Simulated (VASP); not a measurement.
Wanted: the native input for a VASP 6.6.1 run.

```yaml
Task: single point
Functional: PBE
Dispersion: D3(BJ)
Potentials_or_basis: VASP PAW PBE potentials, release 64 (C)
Cutoff: 520 eV
k_mesh: 3 × 3 × 1
Occupations: gaussian, width 0.05 eV
Spin: no spin polarisation
Dipole_correction: yes
Further_INCAR_settings: LREAL = Auto; ALGO = Normal; EDIFF = 1e-07; NBANDS = 51
```

The structure of C lies in POSCAR:

```
C
1.0
    7.3951485247      0.0000000000      0.0000000000
   -3.6975742623      6.4043864871      0.0000000000
    0.0000000000      0.0000000000     18.0016100066
C
18
Direct
    0.5555555556      0.4444444444      0.4444046948
    0.5560260906      0.7775797725      0.4442657619
    0.5553903943      0.1104567111      0.4445164002
    0.8894427958      0.4442816278      0.4445351794
    0.8887671834      0.7771191481      0.4442105538
    0.8889623224      0.1111848120      0.4443664056
    0.2221012307      0.4437976408      0.4444752078
    0.2222716930      0.7778000501      0.4444461138
    0.2227892624      0.1109762751      0.4443655539
    0.4442249464      0.2216673142      0.4444900411
    0.4448949378      0.5551670996      0.4443433197
    0.4447423234      0.8890184460      0.4444399632
    0.7782270739      0.2218334139      0.4445229219
    0.7780106012      0.5556307862      0.4443927475
    0.7775303072      0.8883495141      0.4441883191
    0.1114494011      0.2223782039      0.4444027856
    0.1109457718      0.5549937585      0.4445147039
    0.1116606709      0.8885735163      0.4442937496
```

The input as run:

INCAR

```
PREC     = Accurate       # precision mode
ENCUT    = 520            # plane-wave cutoff, eV
EDIFF    = 1E-7           # SCF threshold, eV
ISMEAR   = 0              # smearing method
SIGMA    = 0.05           # smearing width, eV
LREAL    = Auto         
LASPH    = T              # aspherical terms in the spheres
NELM     = 100            # most SCF steps
ALGO     = Normal         # electronic algorithm
ISIF     = 2              # what is computed and relaxed
LWAVE    = F              # write WAVECAR
LCHARG   = F              # write CHGCAR
LDIPOL   = T            
IDIPOL   = 3            
DIPOL    = 0.5 0.5 0.444
GGA      = PE             # functional
IVDW     = 12             # dispersion correction
NBANDS   = 51             # bands
```

KPOINTS

```
Automatic mesh
0
Gamma
  3 3 1
```

Potentials or basis: VASP PAW PBE potentials, release 64 (C).

Command:

```console
$ cat potpaw_PBE.64/C/POTCAR > POTCAR
$ mpirun -np 1 vasp_std > vasp.out
```

Results of the run:

The largest force is 0.037 eV/Å. The dispersion energy per atom is -0.089 eV.

Run time: 4.7 min on 1 thread of Intel(R) Xeon(R) 6975P-C (Granite Rapids) (shared host), peak memory 0.8 GiB.
